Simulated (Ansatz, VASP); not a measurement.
Two plane-wave programs on InP2N3

```
In P N
1.0
     3.19322    0.00000    0.00000
    -1.59661    2.76541    0.00000
     0.00000    0.00000    7.69110
In P N
1 2 3
Direct
  0.00000 0.00000 0.50000
  0.33333 0.66667 0.15627
  0.66667 0.33333 0.84373
  0.33333 0.66667 0.68782
  0.00000 0.00000 0.00000
  0.66667 0.33333 0.31218
```

Change from the starting cell: species swapped into the NaTi2O3 type (P-3m1, No. 164).

Alike in both runs: functional PBE; k mesh 6 × 6 × 2; occupations gaussian, width 0.1 eV; no spin polarisation.

Ansatz relaxed the structure, and its values are those at the end. VASP's run is a single point on that final structure, the one shown.

```csv
,VASP,Ansatz
version,VASP 6.6.1,Ansatz 0.2.0
potentials or method,"VASP PAW PBE potentials, release 64 (In_d, P, N), cutoff 520 eV","scalar-relativistic, plane waves, PAW"
valence electrons in the cell,38,38
```

|  | VASP | Ansatz | Ansatz less VASP |
| --- | --- | --- | --- |
| gap on the k mesh at the Fermi level (eV) | none | none | - |
| pressure (GPa) | -0.4 | -0.3 | +0.10 |
| rms of the force components (eV/Å) | 0.008 | 0.001 | -0.0073 |

A gap of «none» marks a metal or a gap that the smearing closes.

The k mesh is coarse, so the values compare programs but aren't converged.
